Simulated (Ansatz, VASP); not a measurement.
Ga2GeSe2: VASP beside Ansatz

INCAR

```
  ALGO = Normal
  EDIFF = 1E-6
  ENCUT = 520
  GGA = PE
  ISIF = 2
  ISMEAR = 0
  LASPH = T
  LCHARG = T
  LELF = T
  LREAL = F
  LVHAR = T
  LWAVE = F
  NBANDS = 34
  NELM = 60
  PREC = Accurate
  SIGMA = 0.1
```

Contents of KPOINTS:

```
k-points
0
Gamma
  6 6 2
```

File POSCAR:

```
Ga2GeSe2
1.0
    4.1629865500      0.0000000000      0.0000000000
   -2.0814932800      3.6052521100      0.0000000000
    0.0000000000      0.0000000000      8.2525724100
Ga Ge Se
2 1 2
Direct
    0.3333333300      0.6666666700      0.5000000000
    0.6666666700      0.3333333300      0.5000000000
    0.0000000000      0.0000000000      0.5000000000
    0.0000000000      0.0000000000      0.2716630000
    0.0000000000      0.0000000000      0.7283370000
```

Input for Ansatz:

```yaml
crystal:
  lattice:
    - [4.16298655, 0.0, 0.0]
    - [-2.08149328, 3.60525211, 0.0]
    - [0.0, 0.0, 8.25257241]
  atoms:
    - { symbol: Ga, position: [0.33333333, 0.66666667, 0.5] }
    - { symbol: Ga, position: [0.66666667, 0.33333333, 0.5] }
    - { symbol: Ge, position: [0.0, 0.0, 0.5] }
    - { symbol: Se, position: [0.0, 0.0, 0.271663] }
    - { symbol: Se, position: [0.0, 0.0, 0.728337] }
basis:
  ecutwfc: 420
kpoints:
  mp_grid: { grid: [6, 6, 2] }
hamiltonian:
  xc: pbe
scf:
  occupations: { method: gaussian, width: 0.1 }
  lower_state_search: "off"
output:
  forces: true
  stress: true
  eigenvalues: true
```

Alike in both runs: task single point; functional PBE; k mesh 6 × 6 × 2; occupations gaussian, width 0.1 eV; no spin polarisation.

```csv
,VASP,Ansatz
version,VASP 6.6.1,Ansatz 0.2.0
potentials or method,"VASP PAW PBE potentials, release 64 (Ga_d, Ge_d, Se), cutoff 520 eV","scalar-relativistic, plane waves, PAW"
valence electrons in the cell,52,72
```

```tsv
	VASP	Ansatz	Ansatz less VASP
gap on the k mesh at the Fermi level (eV)	none	none	-
rms of the force components (eV/Å)	5.603	5.522	-0.0809
```

Atom by atom the forces differ by 0.081 eV/Å (rms over components). A gap of «none» marks a metal or a gap that the smearing closes. VASP's potentials hold 52 valence electrons a cell and Ansatz's 72, so a difference there can come from the potentials and not from the codes.

The k mesh is coarse, so the values compare programs but aren't converged.
